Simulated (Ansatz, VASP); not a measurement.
**Two plane-wave programs on VWC2**

```
W V C
1.0
     1.49654    0.86403    4.86721
    -1.49654    0.86403    4.86721
     0.00000   -1.72805    4.86721
W V C
1 1 2
Cartesian
  0.0000 0.0000 0.0000
  0.0000 0.0000 7.3008
  0.0000 0.0000 3.5992
  0.0000 0.0000 11.0024
```

Alike in both runs: task single point; functional PBEsol; k mesh 10 × 10 × 10; occupations fermi-dirac, width 0.05 eV; collinear spin.

```csv
,VASP,Ansatz
version,VASP 6.6.1,Ansatz 0.2.0
potentials or method,"VASP PAW PBE potentials, release 64 (W_sv, V_sv, C)",Ansatz PAW
plane-wave cutoff (eV),520,420
valence electrons in the cell,35,35
```

|  | VASP | Ansatz | Ansatz less VASP |
| --- | --- | --- | --- |
| gap on the k mesh at the Fermi level (eV) | none | none | - |
| pressure (GPa) | 4.3 | 3.5 | -0.79 |
| traceless stress, the component that is largest in VASP (GPa) | -0.56 | -0.52 | +0.032 |
| rms of the force components (eV/Å) | 0.045 | 0.035 | -0.0094 |
| net moment per atom (μB) | 0.00 | 0.00 | 0.000 |

VASP's potentials were made for PBE, not for PBEsol. Atom by atom the forces differ by 0.009 eV/Å (rms over components). A gap of «none» marks a metal or a gap that the smearing closes. The functional is the same, so the differences come from potentials, cutoffs and numerics.

Neither program's run includes spin-orbit coupling.
